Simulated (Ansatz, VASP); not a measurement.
## Two plane-wave programs on Na

```xyz
2
Lattice="3.7658 0.0000 0.0000 -1.8829 3.2613 0.0000 0.0000 0.0000 5.8982" Properties=species:S:1:pos:R:3 pbc="T T T"
Na    0.0000    2.1742    1.4745
Na    1.8829    1.0871    4.4236
```

Change from the starting cell: mode 4 frozen in at +0.000 Å, equal normal strain along x and y +0.0400.

Alike in both runs: task single point; functional LDA; k mesh 15 × 15 × 8; occupations gaussian, width 0.15 eV; no spin polarisation.

```csv
,VASP,Ansatz
version,VASP 6.6.1,Ansatz 0.2.0
potentials or method,"VASP PAW LDA potentials, release 64 (Na_pv), cutoff 520 eV","scalar-relativistic, plane waves, PAW"
valence electrons in the cell,14,18
```

|  | VASP | Ansatz | Ansatz less VASP |
| --- | --- | --- | --- |
| gap on the k mesh at the Fermi level (eV) | none | none | - |
| pressure (GPa) | -0.6 | -0.6 | -0.03 |
| traceless stress, the component that is largest in VASP (GPa) | 0.19 | 0.20 | +0.001 |

LDA's correlation is that of Perdew and Zunger in VASP and of Perdew and Wang (1992) in Ansatz. A gap of «none» marks a metal or a gap that the smearing closes. VASP's potentials hold 14 valence electrons a cell and Ansatz's 18, so a difference there can come from the potentials and not from the codes.
